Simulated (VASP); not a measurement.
# Hf (P6_3/mmc) in VASP: a series of runs

Hf is run at these levels: r2SCAN; tasks: single point.

Everything below comes from runs of VASP 6.6.1. Logs are shortened: lines on timing, memory, paths and dates and some standing lists are left out, and cuts for length are marked.

**1. The cell of the first run**

Symmetry: P6_3/mmc, No. 194, hexagonal system. Conventional cell: a = 3.199 Å, b = 3.199 Å, c = 5.051 Å, α = 90.00°, β = 90.00°, γ = 120.00°. Within 4.1 Å of Hf (site symmetry -6m2) lie 12 Hf at 3.13 to 3.20 Å.

**2. Single point, r2SCAN**

Contents of POSCAR:

```
Hf
1.0
    3.1987335297      0.0000000000      0.0000000000
   -1.5993667648      2.7701844966      0.0000000000
    0.0000000000      0.0000000000      5.0505021987
Hf
2
Direct
    0.3333333333      0.6666666667      0.2500000000
    0.6666666667      0.3333333333      0.7500000000
```

Contents of INCAR.step1:

```
SYSTEM = Hf
  ALGO = Normal
  EDIFF = 1E-4
  ENCUT = 520
  GGA = PE
  ISMEAR = -1
  LASPH = .TRUE.
  LCHARG = .FALSE.
  LREAL = .FALSE.
  LWAVE = .TRUE.
  NBANDS = 17
  NELM = 60
  PREC = Accurate
  SIGMA = 0.1
```

Contents of INCAR.step2:

```
SYSTEM = Hf
  ALGO = Normal
  EDIFF = 1E-6
  ENCUT = 520
  ISIF = 2
  ISMEAR = -1
  ISTART = 1
  LASPH = .TRUE.
  LCHARG = .TRUE.
  LELF = .TRUE.
  LMIXTAU = .TRUE.
  LREAL = .FALSE.
  LVHAR = .TRUE.
  LWAVE = .FALSE.
  METAGGA = R2SCAN
  NBANDS = 17
  NELM = 60
  PREC = Accurate
  SIGMA = 0.1
```

Contents of KPOINTS:

```
k-points
0
G
  2 2 1
  0 0 0
```

Potentials or basis: VASP PAW PBE potentials, release 64 (Hf_pv).

On the command line:

```sh
$ cat potpaw_PBE.64/Hf_pv/POTCAR > POTCAR
$ cp INCAR.step1 INCAR
$ mpirun -np 1 vasp_std > vasp.out
$ cp INCAR.step2 INCAR
$ mpirun -np 1 vasp_std > vasp.out
```

OUTCAR:

```text
SYSTEM = Hf
   EDIFF = 1E-6
   ENCUT = 520
   ISIF = 2
   ISMEAR = -1
   ISTART = 1
   LASPH = .TRUE.
   LREAL = .FALSE.
   METAGGA = R2SCAN
   NELM = 60
   PREC = Accurate

 ion  position               nearest neighbor table
   1  0.333  0.667  0.250-   2 3.13   2 3.13   2 3.13   2 3.13   2 3.13   2 3.13
   2  0.667  0.333  0.750-   1 3.13   1 3.13   1 3.13   1 3.13   1 3.13   1 3.13

  LATTYP: Found a hexagonal cell.
 ALAT       =     3.1987335297
 C/A-ratio  =     1.5789068242

  Lattice vectors:

 A1 = (   3.1987335297,   0.0000000000,   0.0000000000)
 A2 = (  -1.5993667648,   2.7701844966,   0.0000000000)
 A3 = (   0.0000000000,   0.0000000000,   5.0505021987)

Analysis of symmetry for initial positions (statically):
=====================================================================
 Subroutine PRICEL returns:
 Original cell was already a primitive cell.

 Routine SETGRP: Setting up the symmetry group for a
 hexagonal supercell.

 Subroutine GETGRP returns: Found 24 space group operations
 (whereof 12 operations were pure point group operations)
 out of a pool of 24 trial point group operations.

The static configuration has the point symmetry D_3d.
 The point group associated with its full space group is D_6h.

Analysis of symmetry for dynamics (positions and initial velocities):
=====================================================================
 Subroutine PRICEL returns:
 Original cell was already a primitive cell.

 Routine SETGRP: Setting up the symmetry group for a
 hexagonal supercell.

 Subroutine GETGRP returns: Found 24 space group operations
 (whereof 12 operations were pure point group operations)
 out of a pool of 24 trial point group operations.

The dynamic configuration has the point symmetry D_3d.
 The point group associated with its full space group is D_6h.

 Subroutine INISYM returns: Found 24 space group operations
 (whereof 12 operations are pure point group operations),
 and found     1 'primitive' translations

----------------------------------------------------------------------------------------

                                     Primitive cell

  volume of cell :      44.7529

  direct lattice vectors                    reciprocal lattice vectors
     3.198733530  0.000000000  0.000000000     0.312623728  0.180493393  0.000000000
    -1.599366765  2.770184497  0.000000000     0.000000000  0.360986787  0.000000000
     0.000000000  0.000000000  5.050502199     0.000000000  0.000000000  0.198000112

  length of vectors
     3.198733530  3.198733530  5.050502199     0.360986787  0.360986787  0.198000112

  position of ions in fractional coordinates (direct lattice)
     0.333333333  0.666666667  0.250000000
     0.666666667  0.333333333  0.750000000

  ion indices of the primitive-cell ions
   primitive index   ion index
                 1           1
                 2           2

----------------------------------------------------------------------------------------

 KPOINTS: k-points

Automatic generation of k-mesh.
 Grid dimensions read from file:
 generate k-points for:    2    2    1

 Generating k-lattice:

  Cartesian coordinates                     Fractional coordinates (reciprocal lattice)
     0.156311864  0.090246697  0.000000000     0.500000000  0.000000000  0.000000000
     0.000000000  0.180493393  0.000000000     0.000000000  0.500000000  0.000000000
     0.000000000  0.000000000  0.198000112     0.000000000  0.000000000  1.000000000

  Length of vectors
     0.180493393  0.180493393  0.198000112

  Shift w.r.t. Gamma in fractional coordinates (k-lattice)
     0.000000000  0.000000000  0.000000000

 Subroutine IBZKPT returns following result:
 ===========================================

 Found      2 irreducible k-points:

 Following reciprocal coordinates:
            Coordinates               Weight
  0.000000  0.000000  0.000000      1.000000
  0.500000 -0.000000  0.000000      3.000000
   k-points           NKPTS =      2   k-points in BZ     NKDIM =      2   number of bands    NBANDS=     17
   number of dos      NEDOS =    301   number of ions     NIONS =      2
   total plane-waves  NPLWV =  23040
   dimension x,y,z NGX =    24 NGY =   24 NGZ =   40
   dimension x,y,z NGXF=    48 NGYF=   48 NGZF=   80
   ions per type =               2
   NGX,Y,Z   is equivalent  to a cutoff of  12.47, 12.47, 13.17 a.u.
   NGXF,Y,Z  is equivalent  to a cutoff of  24.95, 24.95, 26.33 a.u.
 SYSTEM =  Hf
   PREC   = accura    normal or accurate (medium, high low for compatibility)
   ISTART =      1    job   : 0-new  1-cont  2-samecut
   ICHARG =      0    charge: 1-file 2-atom 10-const
   ISPIN  =      1    spin polarized calculation?
   LNONCOLLINEAR =      F non collinear calculations
   LSORBIT =      F    spin-orbit coupling
   LASPH  =      T    aspherical Exc in radial PAW
   ENCUT  =  520.0 eV  38.22 Ry    6.18 a.u.   5.95  5.95  9.39*2*pi/ulx,y,z
   NELM   =     60;   NELMIN=  2; NELMDL=  0     # of ELM steps
   EDIFF  = 0.1E-05   stopping-criterion for ELM
   LREAL  =      F    real-space projection
   EDIFFG = 0.1E-04   stopping-criterion for IOM
   NSW    =      0    number of steps for IOM
   IBRION =     -1    ionic relax: 0-MD 1-quasi-New 2-CG
   NFREE  =      0    steps in history (QN), initial steepest desc. (CG)
   ISIF   =      2    stress and relaxation
   ISYM   =      2    0-nonsym 1-usesym 2-fastsym
   POTIM  = 0.5000    time-step for ionic-motion
   TEBEG  =    0.0;   TEEND  =   0.0 temperature during run
   PSTRESS=    0.0 pullay stress
   NELECT =      20.0000    total number of electrons
   NUPDOWN=      -1.0000    fix difference up-down
   EMIN   =  10.00;   EMAX   =-10.00  energy-range for DOS
   EFERMI =   0.00;   METHOD = LEGACY
   ISMEAR =    -1;   SIGMA  =   0.10  broadening in eV -4-tet -1-fermi 0-gaus
   EFERMI_NEDOS =   21; number of points for ismear=-14 and -15
   IALGO  =     38    algorithm
   IMIX   =      4    mixing-type and parameters
     AMIX     =   0.40;   BMIX     =  1.00
     AMIX_MAG =   1.60;   BMIX_MAG =  1.00
  volume/ion in A,a.u.               =      22.38       151.00
  Fermi-wavevector in a.u.,A,eV,Ry     =   1.251635  2.365247 21.314756  1.566590
  Thomas-Fermi vector in A             =   2.385573
   LORBIT       =      0    0 simple, 1 ext, 2 COOP (PROOUT), +10 PAW based schemes
   METAGGA = R2SCAN    functional components
   LHFCALC =     F    Hartree Fock is set to
   AEXX    =    0.0000 exact exchange contribution
   IVDW    =     0    specifies the selected vdW correction
   LEPSILON=     F    determine dielectric tensor
   LRPA    =     F    only Hartree local field effects (RPA)
 non-spin polarized calculation
  energy-cutoff  :      520.00
  volume of cell :       44.75
 maximum number of plane-waves:      1204
 NGX is ok and might be reduce to    24
   NGX = 11   NGY = 11   NGZ = 19

 number of electron      20.0000004 magnetization

 Free energy of the ion-electron system (eV)
  ---------------------------------------------------
  ext. energy  EPLUGINS =         0.00000000
  ---------------------------------------------------
  free energy    TOTEN  =       -91.37073906 eV

  energy without entropy =      -91.21552871  energy(sigma->0) =      -91.29313389

 E-fermi :   5.5687     XC(G=0): -12.1858

 val. band max:        5.2941635009   @ k =   0.0000   0.0000   0.0000
 cond. band min:       5.7123911817   @ k =   0.5000  -0.0000   0.0000
 fundamental gap:      0.4182276808
 Fermi energy:         5.5686879939

 k-point     1 :       0.0000    0.0000    0.0000
  band No.  band energies     occupation
      1     -27.5216      2.00000
      2     -26.9244      2.00000
      3     -26.9244      2.00000
      4     -26.7958      2.00000
      5     -26.7958      2.00000
      6     -26.6325      2.00000
      7      -2.9490      2.00000
      8       0.8992      2.00000
      9       5.2942      1.87929
     10       6.0255      0.02055
     11       6.0255      0.02055
     12       6.4434      0.00032
     13       6.8787      0.00000
     14       6.8787      0.00000
     15       7.6614      0.00000
     16       7.6614      0.00000
     17      10.4132      0.00000

 k-point     2 :       0.5000   -0.0000    0.0000
  band No.  band energies     occupation
      1     -27.5004      2.00000
      2     -27.3507      2.00000
      3     -27.1447      2.00000
      4     -27.1008      2.00000
      5     -26.8845      2.00000
      6     -26.8574      2.00000
      7       1.2566      2.00000
      8       1.9062      2.00000
      9       2.5163      2.00000
     10       3.7763      2.00000
     11       5.7124      0.38401
     12       5.7387      0.30899
     13       6.5699      0.00009
     14      10.8303      0.00000
     15      11.3333      0.00000
     16      11.5576      0.00000
     17      11.9549      0.00000

------------------------ aborting loop because EDIFF is reached ----------------------------------------

  FORCE on cell =-STRESS in cart. coord.  units (eV):
  Direction    XX          YY          ZZ          XY          YZ          ZX
  --------------------------------------------------------------------------------------
  -------------------------------------------------------------------------------------
  Total       -0.8912516     -0.8912516      1.1241007     -0.0000000     -0.0000000     -0.0000000
  in kB      -31.9072665    -31.9072665     40.2433820     -0.0000000     -0.0000000     -0.0000000
  external PRESSURE =      -7.8570504 kB  Pullay stress =       0.0000000 kB

 VOLUME and BASIS-vectors are now :
 -----------------------------------------------------------------------------
  energy-cutoff  :      520.00
  volume of cell :       44.75
      direct lattice vectors                 reciprocal lattice vectors
     3.198733530  0.000000000  0.000000000     0.312623728  0.180493393  0.000000000
    -1.599366765  2.770184497  0.000000000     0.000000000  0.360986787  0.000000000
     0.000000000  0.000000000  5.050502199     0.000000000  0.000000000  0.198000112

 POSITION                                       TOTAL-FORCE (eV/Angst)
 -----------------------------------------------------------------------------------
     -0.00000      1.84679      1.26263         0.000000      0.000000      0.000000
      1.59937      0.92339      3.78788        -0.000000     -0.000000      0.000000
 -----------------------------------------------------------------------------------
    total drift:                               -0.000000      0.000000     -0.000000

  FREE ENERGIE OF THE ION-ELECTRON SYSTEM (eV)
  ---------------------------------------------------
  free  energy   TOTEN  =       -91.3707390602 eV

  energy  without entropy=      -91.2155287112  energy(sigma->0) =      -91.29313389
```

Run time: 30 s. Hardware: 1 thread of AMD EPYC 7R43 (Zen 3), shared host; peak memory 0.12 GiB.

What came out:

| Property | Result |
| --- | --- |
| Free energy | -91.3707 eV |
| Pressure | -0.8 GPa |
| Band gap on the k mesh | zero (band 10 reaches 6.03 eV, above the bottom of band 11 at 5.71 eV) |

Stress tensor (GPa, compression positive):
```
-3.19  0.00  0.00
 0.00 -3.19  0.00
 0.00  0.00  4.02
```

Caveat: the k points lie up to 1.24 Å⁻¹ apart; the PAW data sets were made with another functional, which shifts forces and pressure a little; spin-orbit coupling is left out, which moves the levels of the heavy elements.

**3. Single point, r2SCAN**

POSCAR is that of step 2.

Contents of INCAR.step1:

```
  PREC = Accurate
  ENCUT = 520
  ISMEAR = -1
  SIGMA = 0.1
  LREAL = F
  LASPH = T
  NELM = 100
  NBANDS = 17
  GGA = PE
  ALGO = Normal
  EDIFF = 1E-4
  LWAVE = T
  LCHARG = F
```

Contents of INCAR.step2:

```
  PREC = Accurate
  ENCUT = 520
  EDIFF = 1E-6
  ISMEAR = -1
  SIGMA = 0.1
  LREAL = F
  LASPH = T
  NELM = 100
  ALGO = Normal
  ISIF = 2
  LWAVE = F
  LCHARG = F
  METAGGA = R2SCAN
  LMIXTAU = T
  NBANDS = 17
  ISTART = 1
```

Contents of KPOINTS:

```
Automatic mesh
0
Gamma
  3 3 2
```

Potentials or basis: VASP PAW PBE potentials, release 64 (Hf_pv).

On the command line:

```sh
$ cat potpaw_PBE.64/Hf_pv/POTCAR > POTCAR
$ cp INCAR.step1 INCAR
$ mpirun -np 1 vasp_std > vasp.out
$ cp INCAR.step2 INCAR
$ mpirun -np 1 vasp_std > vasp.out
```

Wall time 45 s (1 thread of AMD EPYC 7R43 (Zen 3), shared host); peak memory 0.12 GiB.

It converged, with:

- Free energy: -90.3935 eV
- Pressure: -1.4 GPa
- Band gap on the k mesh: zero (band 10 reaches 6.17 eV, above the bottom of band 11 at 4.51 eV)

Stress tensor (GPa, compression positive):
```
-0.35  0.00  0.00
 0.00 -0.35  0.00
 0.00  0.00 -3.39
```

Levels at points of the mesh, in eV from the Fermi level:
```
           k point  band 8  band 9  band 10  band 11  band 12  band 13
(0.00, 0.00, 0.00)   -3.77    0.46     1.38     1.38     1.71     2.26
(0.00, 0.00, 0.50)   -5.63    0.22     0.22     1.28     1.28     1.28
```

Caveat: the k points lie up to 0.76 Å⁻¹ apart; the PAW data sets were made with another functional, which shifts forces and pressure a little; spin-orbit coupling is left out, which moves the levels of the heavy elements.
